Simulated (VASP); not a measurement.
# CoO (Pm-3m) in VASP: a series of runs, part 2 of 2

VASP 6.6.1.

## 3. Single point, r2SCAN+U

This run uses another cell than the first one, of 8.38 Å³/atom.

Contents of POSCAR:

```
CoO
1.0
    2.5593111365      0.0000000000      0.0000000000
    0.0000000000      2.5593111365      0.0000000000
    0.0000000000      0.0000000000      2.5593111365
Co O
1 1
Direct
    0.0000000000      0.0000000000      0.0000000000
    0.5000000000      0.5000000000      0.5000000000
```

Contents of INCAR.step1:

```
PREC = Accurate
ENCUT = 660
ISMEAR = 0
SIGMA = 0.02
LREAL = F
LASPH = T
NELM = 200
LMAXMIX = 4
LDAU = T
LDAUTYPE = 2
LDAUL = 2 -1
LDAUU = 3.32 0
LDAUJ = 0 0
NBANDS = 18
GGA = PE
ALGO = Normal
EDIFF = 1E-5
LWAVE = T
LCHARG = F
GGA_COMPAT = F
```

Contents of INCAR.step2:

```
PREC = Accurate
ENCUT = 660
EDIFF = 1E-6
ISMEAR = 0
SIGMA = 0.02
LREAL = F
LASPH = T
NELM = 200
ALGO = Normal
ISIF = 2
LWAVE = F
LCHARG = T
LMAXMIX = 4
LDAU = T
LDAUTYPE = 2
LDAUL = 2 -1
LDAUU = 3.32 0
LDAUJ = 0 0
LDAUPRINT = 1
METAGGA = R2SCAN
LMIXTAU = T
LELF = T
LVHAR = T
NBANDS = 18
ISTART = 1
GGA_COMPAT = F
```

Contents of KPOINTS:

```
Automatic mesh
0
Gamma
  10 10 10
```

Potentials or basis: VASP PAW PBE potentials, release 64 (Co_sv, O).

Launch:

```bash
> cat potpaw_PBE.64/Co_sv/POTCAR potpaw_PBE.64/O/POTCAR > POTCAR
> cp INCAR.step1 INCAR
> mpirun -np 1 vasp_std > vasp.out
> cp INCAR.step2 INCAR
> mpirun -np 1 vasp_std > vasp.out
```

OUTCAR:

```text
PREC = Accurate
   ENCUT = 660
   EDIFF = 1E-6
   ISMEAR = 0
   LREAL = F
   LASPH = T
   NELM = 200
   ISIF = 2
   METAGGA = R2SCAN
   ISTART = 1

 ion  position               nearest neighbor table
   1  0.000  0.000  0.000-   2 2.22   2 2.22   2 2.22   2 2.22   2 2.22   2 2.22   2 2.22   2 2.22

   2  0.500  0.500  0.500-   1 2.22   1 2.22   1 2.22   1 2.22   1 2.22   1 2.22   1 2.22   1 2.22

  LATTYP: Found a simple cubic cell.
 ALAT       =     2.5593111365

[... 729 lines left out ...]
 [... further k-points ...]

------------------------ aborting loop because EDIFF is reached ----------------------------------------

  FORCE on cell =-STRESS in cart. coord.  units (eV):
  Direction    XX          YY          ZZ          XY          YZ          ZX
  --------------------------------------------------------------------------------------
  -------------------------------------------------------------------------------------
  Total       -1.0211143     -1.0211143     -1.0211143      0.0000000      0.0000000      0.0000000
  in kB      -97.5923290    -97.5923290    -97.5923290      0.0000000      0.0000000      0.0000000
  external PRESSURE =     -97.5923290 kB  Pullay stress =       0.0000000 kB

 VOLUME and BASIS-vectors are now :
 -----------------------------------------------------------------------------
  energy-cutoff  :      660.00
  volume of cell :       16.76
      direct lattice vectors                 reciprocal lattice vectors
     2.559311136  0.000000000  0.000000000     0.390730141  0.000000000  0.000000000
     0.000000000  2.559311136  0.000000000     0.000000000  0.390730141  0.000000000
     0.000000000  0.000000000  2.559311136     0.000000000  0.000000000  0.390730141

 POSITION                                       TOTAL-FORCE (eV/Angst)
 -----------------------------------------------------------------------------------
      0.00000      0.00000      0.00000         0.000000      0.000000      0.000000
      1.27966      1.27966      1.27966         0.000000      0.000000      0.000000
 -----------------------------------------------------------------------------------
    total drift:                                0.000000      0.000000     -0.000000

  FREE ENERGIE OF THE ION-ELECTRON SYSTEM (eV)
  ---------------------------------------------------
  free  energy   TOTEN  =       -15.7653011085 eV

  energy  without entropy=      -15.7642274057  energy(sigma->0) =      -15.76476426
```

OUTCAR.step1:

```text
PREC = Accurate
   ENCUT = 660
   ISMEAR = 0
   LREAL = F
   LASPH = T
[... 730 lines left out ...]
 -----------------------------------------------------------------------------------
      0.00000      0.00000      0.00000         0.000000      0.000000      0.000000
      1.27966      1.27966      1.27966         0.000000      0.000000      0.000000
 -----------------------------------------------------------------------------------
    total drift:                                0.000000      0.000000     -0.000000

  FREE ENERGIE OF THE ION-ELECTRON SYSTEM (eV)
  ---------------------------------------------------
  free  energy   TOTEN  =        -8.4997222745 eV

  energy  without entropy=       -8.4990293875  energy(sigma->0) =       -8.49937583
```

Wall time 2 min (1 thread of Intel Xeon Platinum 8259CL at 2.50GHz (Skylake/Cascade Lake), shared host); peak memory 0.15 GiB.

Results:

```yaml
Free_energy: -15.7653 eV
Pressure: -9.8 GPa
Band_gap_on_the_k_mesh: zero (an odd number of electrons rules out a gap without spin polarisation)
```

Eigenvalues of the final occupation matrices:
```tsv
site	spin	trace	eigenvalues
site 1 d	1	3.48	0.56 0.56 0.56 0.89 0.89
site 1 d	2	3.48	0.56 0.56 0.56 0.89 0.89
```

Caveat: the cell stands under tension; the PAW data sets were made with another functional, which shifts forces and pressure a little; an odd number of electrons without spin polarisation forces a metal; a magnetic or distorted state may lie lower; the run has no spin polarisation, though such a crystal can be magnetic; U without spin polarisation on a metal has little footing. Spin polarisation is off, so any magnetic state and its effect on volume and gap are missing.

## 4. Relaxation of cell and atoms, r2SCAN+U

This run uses another cell than the first one, of 9.11 Å³/atom.

Contents of POSCAR:

```
CoO
1.0
    2.6314420519      0.0000000000      0.0000000000
    0.0000000000      2.6314420519      0.0000000000
    0.0000000000      0.0000000000      2.6314420519
Co O
1 1
Direct
    0.0000000000      0.0000000000      0.0000000000
    0.5000000000      0.5000000000      0.5000000000
```

Contents of INCAR.step1:

```
SYSTEM = CoO
  ALGO = Normal
  EDIFF = 1E-5
  EDIFFG = -0.005
  ENCUT = 660
  GGA = PE
  GGA_COMPAT = .False.
  IBRION = 2
  ISIF = 3
  ISMEAR = 0
  LASPH = .True.
  LCHARG = .False.
  LDAU = .True.
  LDAUJ = 0 0
  LDAUL = 2 -1
  LDAUTYPE = 2
  LDAUU = 3.32 0
  LMAXMIX = 4
  LREAL = .False.
  LWAVE = .True.
  NELM = 200
  NELMIN = 4
  NSW = 100
  PREC = Accurate
  SIGMA = 0.02
```

Contents of INCAR.step2:

```
SYSTEM = CoO
  ALGO = Normal
  EDIFF = 1E-7
  EDIFFG = -0.01
  ENCUT = 660
  GGA_COMPAT = .False.
  IBRION = 2
  ISIF = 3
  ISMEAR = 0
  ISTART = 1
  LASPH = .True.
  LCHARG = .False.
  LDAU = .True.
  LDAUJ = 0 0
  LDAUL = 2 -1
  LDAUPRINT = 1
  LDAUTYPE = 2
  LDAUU = 3.32 0
  LMAXMIX = 4
  LMIXTAU = .True.
  LREAL = .False.
  LWAVE = .False.
  METAGGA = R2SCAN
  NELM = 200
  NELMIN = 4
  NSW = 80
  PREC = Accurate
  SIGMA = 0.02
```

Contents of KPOINTS:

```
k-points
0
Gamma
  10 10 10
  0 0 0
```

Potentials or basis: VASP PAW PBE potentials, release 64 (Co_sv, O).

Launch:

```bash
> cat potpaw_PBE.64/Co_sv/POTCAR potpaw_PBE.64/O/POTCAR > POTCAR
> cp INCAR.step1 INCAR
> mpirun -np 1 vasp_std > vasp.out
> cp INCAR.step2 INCAR
> mpirun -np 1 vasp_std > vasp.out
```

OUTCAR:

```text
SYSTEM = CoO
   EDIFF = 1E-7
   EDIFFG = -0.01
   ENCUT = 660
   IBRION = 2
   ISIF = 3
   ISMEAR = 0
   ISTART = 1
   LASPH = .True.
   LREAL = .False.
   METAGGA = R2SCAN
   NELM = 200
   NELMIN = 4
   NSW = 80
   PREC = Accurate

 ion  position               nearest neighbor table
   1  0.000  0.000  0.000-
   2  0.500  0.500  0.500-

  LATTYP: Found a simple cubic cell.
 ALAT       =     2.6314420519

  Lattice vectors:

 A1 = (   2.6314420519,   0.0000000000,   0.0000000000)
 A2 = (   0.0000000000,   2.6314420519,   0.0000000000)
 A3 = (   0.0000000000,   0.0000000000,   2.6314420519)

Analysis of symmetry for initial positions (statically):
=====================================================================
 Subroutine PRICEL returns:
 Original cell was already a primitive cell.

 Routine SETGRP: Setting up the symmetry group for a
 simple cubic supercell.

 Subroutine GETGRP returns: Found 48 space group operations
 (whereof 48 operations were pure point group operations)
 out of a pool of 48 trial point group operations.

The static configuration has the point symmetry O_h .

Analysis of symmetry for dynamics (positions and initial velocities):
=====================================================================
 Subroutine PRICEL returns:
 Original cell was already a primitive cell.

 Routine SETGRP: Setting up the symmetry group for a
 simple cubic supercell.

 Subroutine GETGRP returns: Found 48 space group operations
 (whereof 48 operations were pure point group operations)
 out of a pool of 48 trial point group operations.

The dynamic configuration has the point symmetry O_h .

 Subroutine INISYM returns: Found 48 space group operations
 (whereof 48 operations are pure point group operations),
 and found     1 'primitive' translations

----------------------------------------------------------------------------------------

                                     Primitive cell

  volume of cell :      18.2214

  direct lattice vectors                    reciprocal lattice vectors
     2.631442052  0.000000000  0.000000000     0.380019769  0.000000000  0.000000000
     0.000000000  2.631442052  0.000000000     0.000000000  0.380019769  0.000000000
     0.000000000  0.000000000  2.631442052     0.000000000  0.000000000  0.380019769

  length of vectors
     2.631442052  2.631442052  2.631442052     0.380019769  0.380019769  0.380019769

  position of ions in fractional coordinates (direct lattice)
     0.000000000  0.000000000  0.000000000
     0.500000000  0.500000000  0.500000000

  ion indices of the primitive-cell ions
   primitive index   ion index
                 1           1
                 2           2

----------------------------------------------------------------------------------------

 KPOINTS: k-points

Automatic generation of k-mesh.
 Grid dimensions read from file:
 generate k-points for:   10   10   10

 Generating k-lattice:

[... 80 lines left out ...]
     AMIX     =   0.40;   BMIX     =  1.00
     AMIX_MAG =   1.60;   BMIX_MAG =  1.00
  volume/ion in A,a.u.               =       9.11        61.48
  Fermi-wavevector in a.u.,A,eV,Ry     =   1.769254  3.343406 42.589791  3.130261
  Thomas-Fermi vector in A             =   2.836280
   LORBIT       =      0    0 simple, 1 ext, 2 COOP (PROOUT), +10 PAW based schemes
 LDA+U is selected, type is set to LDAUTYPE =  2
   angular momentum for each species LDAUL =     2   -1
   U (eV)           for each species LDAUU =   3.3  0.0
   J (eV)           for each species LDAUJ =   0.0  0.0
   METAGGA = R2SCAN    functional components
   LHFCALC =     F    Hartree Fock is set to
   AEXX    =    0.0000 exact exchange contribution
   IVDW    =     0    specifies the selected vdW correction
   LEPSILON=     F    determine dielectric tensor
   LRPA    =     F    only Hartree local field effects (RPA)
 conjugate gradient relaxation of ions
 non-spin polarized calculation
 Gauss-broadening in eV      SIGMA  =   0.02
  energy-cutoff  :      660.00
  volume of cell :       18.22
 maximum number of plane-waves:       739
 NGX is ok and might be reduce to    24
   NGX = 11   NGY = 11   NGZ = 11

--------------------------------------- Ionic step        1  -------------------------------------------

 number of electron      22.9999955 magnetization

 Free energy of the ion-electron system (eV)
  ---------------------------------------------------
  ext. energy  EPLUGINS =         0.00000000
  ---------------------------------------------------
  free energy    TOTEN  =       -15.62285634 eV

  energy without entropy =      -15.62151585  energy(sigma->0) =      -15.62218610

 E-fermi :   9.0733     XC(G=0): -13.9003

 val. band max:        9.0726121050   @ k =   0.1000   0.1000   0.0000
 cond. band min:       9.0788581437   @ k =   0.1000   0.1000   0.1000
 fundamental gap:      0.0062460387
 Fermi energy:         9.0732946688

 k-point     1 :       0.0000    0.0000    0.0000
  band No.  band energies     occupation
      1     -88.7159      2.00000
      2     -50.6058      2.00000
      3     -50.6058      2.00000
      4     -50.6058      2.00000
      5     -12.3068      2.00000
      6       5.3954      2.00000
      7       5.3955      2.00000
      8       6.0448      2.00000
      9       6.0448      2.00000
     10       6.0448      2.00000
     11       9.0100      1.99999
     12       9.0100      1.99999
     13       9.0101      1.99999
     14      10.6358      0.00000
[... 588 lines left out ...]
  FREE ENERGIE OF THE ION-ELECTRON SYSTEM (eV)
  ---------------------------------------------------
  free  energy   TOTEN  =       -15.7956350523 eV

  energy  without entropy=      -15.7947296605  energy(sigma->0) =      -15.79518236

atom =   1  type =  1  l = 2

 onsite density matrix

spin component  1

  0.5669 -0.0000  0.0000 -0.0000  0.0000
 -0.0000  0.5669  0.0000 -0.0000 -0.0000
  0.0000  0.0000  0.8921  0.0000  0.0000
 -0.0000 -0.0000  0.0000  0.5669  0.0000
  0.0000 -0.0000  0.0000  0.0000  0.8921

spin component  2

  0.5669 -0.0000  0.0000 -0.0000  0.0000
 -0.0000  0.5669  0.0000 -0.0000 -0.0000
  0.0000  0.0000  0.8921  0.0000  0.0000
 -0.0000 -0.0000  0.0000  0.5669  0.0000
  0.0000 -0.0000  0.0000  0.0000  0.8921

 occupancies and eigenvectors

  o =  0.5669  v =  0.0000 -0.0229  0.0000 -0.9997  0.0000  0.0000  0.0000  0.0000  0.0000  0.0000      0.0000  0.0000  0.0000  0.0000  0.0000  0.0000  0.0000  0.0000  0.0000  0.0000
  o =  0.5669  v =  0.0000  0.0000  0.0000  0.0000  0.0000  0.0000 -0.0229  0.0000 -0.9997  0.0000      0.0000  0.0000  0.0000  0.0000  0.0000  0.0000  0.0000  0.0000  0.0000  0.0000
  o =  0.5669  v =  1.0000  0.0000  0.0000  0.0000  0.0000  0.0000  0.0000  0.0000  0.0000  0.0000      0.0000  0.0000  0.0000  0.0000  0.0000  0.0000  0.0000  0.0000  0.0000  0.0000
  o =  0.5669  v =  0.0000  0.0000  0.0000  0.0000  0.0000  1.0000  0.0000  0.0000  0.0000  0.0000      0.0000  0.0000  0.0000  0.0000  0.0000  0.0000  0.0000  0.0000  0.0000  0.0000
  o =  0.5669  v =  0.0000  0.9997  0.0000 -0.0229  0.0000  0.0000  0.0000  0.0000  0.0000  0.0000      0.0000  0.0000  0.0000  0.0000  0.0000  0.0000  0.0000  0.0000  0.0000  0.0000
  o =  0.5669  v =  0.0000  0.0000  0.0000  0.0000  0.0000  0.0000  0.9997  0.0000 -0.0229  0.0000      0.0000  0.0000  0.0000  0.0000  0.0000  0.0000  0.0000  0.0000  0.0000  0.0000
  o =  0.8921  v =  0.0000  0.0000 -0.9984 -0.0000  0.0569  0.0000  0.0000  0.0000  0.0000  0.0000      0.0000  0.0000  0.0000  0.0000  0.0000  0.0000  0.0000  0.0000  0.0000  0.0000
  o =  0.8921  v =  0.0000  0.0000  0.0000  0.0000  0.0000  0.0000  0.0000 -0.9984 -0.0000  0.0569      0.0000  0.0000  0.0000  0.0000  0.0000  0.0000  0.0000  0.0000  0.0000  0.0000
  o =  0.8921  v =  0.0000  0.0000 -0.0569 -0.0000 -0.9984  0.0000  0.0000  0.0000  0.0000  0.0000      0.0000  0.0000  0.0000  0.0000  0.0000  0.0000  0.0000  0.0000  0.0000  0.0000
  o =  0.8921  v =  0.0000  0.0000  0.0000  0.0000  0.0000  0.0000  0.0000 -0.0569 -0.0000 -0.9984      0.0000  0.0000  0.0000  0.0000  0.0000  0.0000  0.0000  0.0000  0.0000  0.0000

--------------------------------------- Ionic step        6  -------------------------------------------

 number of electron      23.0000013 magnetization

 Free energy of the ion-electron system (eV)
  ---------------------------------------------------
  ext. energy  EPLUGINS =         0.00000000
  ---------------------------------------------------
  free energy    TOTEN  =       -15.79565148 eV

  energy without entropy =      -15.79475090  energy(sigma->0) =      -15.79520119

 E-fermi :  11.0564     XC(G=0): -14.7484

 val. band max:       11.0534727740   @ k =   0.4000   0.0000   0.0000
 cond. band min:      11.0584016357   @ k =   0.1000   0.1000   0.0000
 fundamental gap:      0.0049288617
 Fermi energy:        11.0564328741

 k-point     1 :       0.0000    0.0000    0.0000
  band No.  band energies     occupation
      1     -86.8451      2.00000
      2     -48.7188      2.00000
      3     -48.7188      2.00000
      4     -48.7188      2.00000
      5     -11.5321      2.00000
      6       6.8675      2.00000
      7       6.8676      2.00000
      8       7.5248      2.00000
      9       7.5248      2.00000
     10       7.5248      2.00000
     11      10.9493      2.00000
     12      10.9493      2.00000
     13      10.9493      2.00000
     14      13.4965      0.00000
[... 444 lines left out ...]
  FREE ENERGIE OF THE ION-ELECTRON SYSTEM (eV)
  ---------------------------------------------------
  free  energy   TOTEN  =       -15.7956514827 eV

  energy  without entropy=      -15.7947509009  energy(sigma->0) =      -15.79520119

 reached required accuracy - stopping structural energy minimisation
```

Wall time 2.6 min (1 thread of Intel Xeon 6975P-C (Granite Rapids), shared host); peak memory 0.16 GiB.

What came out:

```yaml
Free_energy: -15.7957 eV
Relaxed_volume: 8.07 Å³/atom
Relaxed_cell: a = 2.527 Å, b = 2.527 Å, c = 2.527 Å, α = 90.00°, β = 90.00°, γ = 90.00°
Space_group_after_relaxing_to_0.1_Å: Pm-3m (No. 221)
Energy_gained_by_relaxing: 86.4 meV/atom
Ionic_steps: 6
Pressure_after_relaxing: 0.1 GPa
Band_gap_on_the_k_mesh: zero (an odd number of electrons rules out a gap without spin polarisation)
```

Step by step:
```
step  energy change (eV)  largest force (eV/Å)  pressure (GPa)  volume (Å³)
   1              0.0000                0.0000          -23.82        18.22
   2             -0.0793                0.0000           25.38        14.88
   3             -0.1728                0.0000           -0.23        16.16
   4             -0.1728                0.0000            0.40        16.12
   5             -0.1728                0.0000           -0.28        16.17
   6             -0.1728                0.0000            0.10        16.15
```

Final structure:
```
Co O
1.0
     2.52745    0.00000    0.00000
     0.00000    2.52745    0.00000
     0.00000    0.00000    2.52745
Co O
1 1
Cartesian
  0.0000 0.0000 0.0000
  1.2637 1.2637 1.2637
```

Eigenvalues of the final occupation matrices:
```
    site  spin  trace               eigenvalues
site 1 d     1   3.48  0.57 0.57 0.57 0.89 0.89
site 1 d     2   3.48  0.57 0.57 0.57 0.89 0.89
```

Caveat: the PAW data sets were made with another functional, which shifts forces and pressure a little; an odd number of electrons without spin polarisation forces a metal; a magnetic or distorted state may lie lower; the run has no spin polarisation, though such a crystal can be magnetic; U without spin polarisation on a metal has little footing.

## 5. Summary

| task | cell | gap on the mesh (eV) | pressure (GPa) |
| --- | --- | --- | --- |
| single point | a = 2.666 Å, 2 atoms | none | -28.6 |
| single point | a = 2.559 Å, 2 atoms | none | -9.8 |
| relaxation of cell and atoms | relaxed from a = 2.631 Å, 2 atoms | none | 0.1 |

Alike in all rows: level r2SCAN+U; potentials or basis VASP PAW PBE potentials, release 64 (Co_sv, O); no spin polarisation; Co d U = 3.32 eV; k mesh 10 × 10 × 10; cutoff (eV) 660; smearing gaussian 0.02 eV.

Caveats: the PAW data sets were made with another functional, which shifts forces and pressure a little; an odd number of electrons without spin polarisation forces a metal; a magnetic or distorted state may lie lower; the run has no spin polarisation, though such a crystal can be magnetic; U without spin polarisation on a metal has little footing; the cell stands under tension (at least some runs).

Total energies depend on the potentials used, so only differences within one code and one set of settings carry meaning.
